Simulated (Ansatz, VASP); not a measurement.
Pb, level by level in two programs

```
Pb
1.0
     3.48000    0.00000    0.00000
    -1.74000    3.01377    0.00000
     0.00000    0.00000    5.59000
Pb
2
Direct
  0.66667 0.33333 0.75000
  0.33333 0.66667 0.25000
```

Single points on this cell with VASP 6.6.1 and Ansatz 0.2.0. Each row is one pair of runs. Alike in all rows: spin: off; smearing: fermi-dirac, width 0.05 eV; VASP's potentials, cutoff: VASP PAW PBE potentials, release 64 (Pb_d), 520 eV.

| level | k mesh | Ansatz's potentials, cutoff | gap on the k mesh at the Fermi level (eV), VASP | gap on the k mesh at the Fermi level (eV), Ansatz | pressure (GPa), VASP | pressure (GPa), Ansatz |
| --- | --- | --- | --- | --- | --- | --- |
| r2SCANh | 5 × 5 × 3 | Ansatz PAW, 500 eV | none | none | 3.2 | 3.2 |
| r2SCAN50 | 5 × 5 × 3 | Ansatz PAW, 500 eV | none | none | 1.8 | 2.1 |
| PBEsol | 9 × 9 × 5 | Ansatz PAW, 420 eV | none | none | 1.0 | 1.1 |

Pressure (GPa): the two programs differ by at most 0.28.

A gap of «none» marks a metal or a gap that the smearing closes.

The k mesh is coarse in some rows, so the values compare programs but aren't converged. Neither program's run includes spin-orbit coupling.
